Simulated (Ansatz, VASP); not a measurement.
Si2W3 in VASP and in Ansatz

```
CELL_PARAMETERS angstrom
4.72897 0.00000 0.00000
-2.36449 4.09541 0.00000
0.00000 0.00000 4.92763
ATOMIC_POSITIONS crystal
Si 0.33333 0.66667 0.50000
Si 0.66667 0.33333 0.50000
W 0.33333 0.66667 0.00000
W 0.66667 0.33333 0.00000
W 0.00000 0.00000 0.00000
```

Alike in both runs: functional PBE; k mesh 6 × 6 × 4; occupations gaussian, width 0.1 eV; no spin polarisation.

Ansatz relaxed the structure, and its values are those at the end. VASP's run is a single point on that final structure, the one shown.

|  | VASP | Ansatz |
| --- | --- | --- |
| version | VASP 6.6.1 | Ansatz 0.2.0 |
| potentials or method | VASP PAW PBE potentials, release 64 (Si, W_sv), cutoff 520 eV | scalar-relativistic, plane waves, PAW |
| valence electrons in the cell | 50 | 50 |

```csv
,VASP,Ansatz,Ansatz less VASP
gap on the k mesh at the Fermi level (eV),none,none,-
pressure (GPa),0.3,0.1,-0.18
```

A gap of «none» marks a metal or a gap that the smearing closes.

Neither program's run includes spin-orbit coupling.
